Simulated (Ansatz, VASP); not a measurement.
One calculation of NaI, two programs

POSCAR

```
NaI
1.0
    0.0000000000      3.2296282834      3.2296282834
    3.3142445444      0.0000000000      3.2296282834
    3.3142445444      3.2296282834      0.0000000000
Na I
1 1
Direct
    0.0000000000      0.0000000000      0.0000000000
    0.5000000000      0.5000000000      0.5000000000
```

The input INCAR.step1:

```
SYSTEM = NaI
ALGO     = Normal         ! electronic algorithm
EDIFF    = 1E-4           ! SCF threshold, eV
ENCUT    = 520            ! plane-wave cutoff, eV
GGA      = PE             ! functional
ISMEAR   = 0              ! smearing method
LASPH    = .True.         ! aspherical terms in the spheres
LCHARG   = .False.        ! write CHGCAR
LREAL    = .False.        ! projectors in reciprocal space
LWAVE    = .True.         ! write WAVECAR
NBANDS   = 14             ! bands
NELM     = 80             ! most SCF steps
PREC     = Accurate       ! precision mode
SIGMA    = 0.01           ! smearing width, eV
```

The input INCAR.step2:

```
SYSTEM = NaI
ALGO     = Normal         ! electronic algorithm
EDIFF    = 1E-6           ! SCF threshold, eV
ENCUT    = 520            ! plane-wave cutoff, eV
ISIF     = 2              ! what is computed and relaxed
ISMEAR   = 0              ! smearing method
ISTART   = 1            
LASPH    = .True.         ! aspherical terms in the spheres
LCHARG   = .False.        ! write CHGCAR
LMIXTAU  = .True.       
LREAL    = .False.        ! projectors in reciprocal space
LWAVE    = .False.        ! write WAVECAR
METAGGA  = R2SCAN         ! meta-GGA
NBANDS   = 14             ! bands
NELM     = 80             ! most SCF steps
PREC     = Accurate       ! precision mode
SIGMA    = 0.01           ! smearing width, eV
```

File KPOINTS:

```
k-points
0
Gamma
  8 8 8
  0 0 0
```

Input for Ansatz:

```yaml
crystal:
  lattice:
    - [0.0, 3.2296282834, 3.2296282834]
    - [3.3142445444, 0.0, 3.2296282834]
    - [3.3142445444, 3.2296282834, 0.0]
  atoms:
    - { symbol: Na, position: [0.0, 0.0, 0.0] }
    - { symbol: I, position: [0.5, 0.5, 0.5] }
kpoints:
  mp_grid: { grid: [8, 8, 8] }
  band_path:
    path:
      - [0.0, 0.0, 0.0]
      - [0.5, 0.0, 0.5]
      - [0.625, 0.25, 0.625]
      - [0.375, 0.375, 0.75]
      - [0.5, 0.5, 0.5]
      - [0.5, 0.25, 0.75]
    npoints: 1
hamiltonian:
  xc: r2scan
scf:
  occupations: { method: fixed }
  n_extra_bands: 4
output:
  forces: true
  stress: true
  eigenvalues: true
```

Change from the starting cell: uniaxial_x strain +2.6%.

Alike in both runs: task single point; functional r2SCAN; k mesh 8 × 8 × 8; no spin polarisation.

|  | VASP | Ansatz |
| --- | --- | --- |
| version | VASP 6.6.1 | Ansatz 0.2.0 |
| potentials or method | VASP PAW PBE potentials, release 64 (Na_pv, I) | plane waves, PAW |
| plane-wave cutoff (eV) | 520 | 500 |
| occupations | gaussian, width 0.01 eV | fixed |
| valence electrons in the cell | 14 | 26 |

|  | VASP | Ansatz | Ansatz less VASP |
| --- | --- | --- | --- |
| gap on the k mesh at the Fermi level (eV) | 4.36 | 4.35 | -0.009 |
| pressure (GPa) | -0.5 | -0.4 | +0.08 |
| traceless stress, the component that is largest in VASP (GPa) | -0.42 | -0.39 | +0.026 |

VASP's potentials were made for PBE, not for r2SCAN. VASP's potentials hold 14 valence electrons a cell and Ansatz's 26, so a difference there can come from the potentials and not from the codes.

Neither program's run includes spin-orbit coupling.
